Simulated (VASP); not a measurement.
Runs of VASP 6.6.1 on MgO. The structure is that of space group Pm-3m (No. 221), or close to it. The cells are those of the table. 

```tsv
level	cell	k mesh	smearing	grid for exact exchange (PRECFOCK)	screening parameter	gap on the mesh (eV)	pressure (GPa)
r2SCAN	a = 2.595 Å, angles 91.3°, 2 atoms	10 × 10 × 10	gaussian 0.01 eV	-	-	3.80	4.6
PBE	a = 2.595 Å, angles 91.3°, 2 atoms	10 × 10 × 10	fermi-dirac 0.02 eV	-	-	2.95	11.5
PBE	a = 2.592, b = 2.592, c = 2.616 Å, 2 atoms	10 × 10 × 10	fermi-dirac 0.02 eV	-	-	2.84	10.1
r2SCAN	a = 2.609 Å, angles 92.7°, 2 atoms	10 × 10 × 10	gaussian 0.01 eV	-	-	3.69	2.7
HSE06	a = 2.595 Å, angles 91.3°, 2 atoms	6 × 6 × 6	gaussian 0.01 eV	Normal	0.2079 1/Å	4.51	(a)
HSE06	a = 2.592, b = 2.592, c = 2.616 Å, 2 atoms	6 × 6 × 6	gaussian 0.01 eV	Normal	0.2079 1/Å	4.38	(c)
r2SCAN	a = 2.592, b = 2.592, c = 2.616 Å, 2 atoms	10 × 10 × 10	gaussian 0.01 eV	-	-	3.68	3.2
PBE	a = 2.609 Å, angles 92.7°, 2 atoms	10 × 10 × 10	fermi-dirac 0.02 eV	-	-	(b)	9.5
```

Alike in all rows: task single point; potentials or basis VASP PAW PBE potentials, release 64 (Mg, O); no spin polarisation; cutoff (eV) 520.

Problem. Fill in the values left out.

Solution. (a) 4.7; (b) 2.85; (c) 3.3.

Caveats: the PAW data sets were made with another functional, which shifts forces and pressure a little (some runs).

A k mesh can miss the band edges.
